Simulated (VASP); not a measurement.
A run of VASP 6.6.1 is set up as follows.

The input INCAR:

```
SYSTEM = Sn2O3
PREC = Accurate ; ENCUT = 520
EDIFF = 1E-6 ; ISMEAR = -1
SIGMA = 0.06122561905347299 ; LREAL = .FALSE.
LASPH = .TRUE. ; NELM = 80
ALGO = Normal ; ISIF = 2
LWAVE = .FALSE. ; LCHARG = .FALSE.
GGA = PE ; NBANDS = 57
```

File KPOINTS:

```
regular mesh
0
G
  11 11 11
  0 0 0
```

Contents of POSCAR:

```
Sn2O3
1.0
    5.1463071607      0.0000000000      0.0000000000
    0.0000000000      5.1463071607      0.0000000000
    0.0000000000      0.0000000000      5.1463071607
Sn O
4 6
Direct
    0.2500000000      0.2500000000      0.2500000000
    0.7500000000      0.7500000000      0.2500000000
    0.7500000000      0.2500000000      0.7500000000
    0.2500000000      0.7500000000      0.7500000000
    0.5000000000      0.0000000000      0.0000000000
    0.0000000000      0.5000000000      0.0000000000
    0.0000000000      0.0000000000      0.5000000000
    0.5000000000      0.5000000000      0.0000000000
    0.5000000000      0.0000000000      0.5000000000
    0.0000000000      0.5000000000      0.5000000000
```

Potentials or basis: VASP PAW PBE potentials, release 64 (Sn_d, O).

Run with:

```console
$ cat potpaw_PBE.64/Sn_d/POTCAR potpaw_PBE.64/O/POTCAR > POTCAR
$ mpirun -np 1 vasp_std > vasp.out
```

**Question.** What does it give for the band gap on the k mesh?

**Answer.** Zero (bands 46 and 47 overlap by 0.28 eV).

**Question.** Predict the pressure.

**Answer.** 8.0 GPa.

Caveat: the cell stands under pressure; semilocal functionals underestimate gaps, so a narrow gap can read as zero; spin-orbit coupling is left out, which moves the levels of the heavy elements.
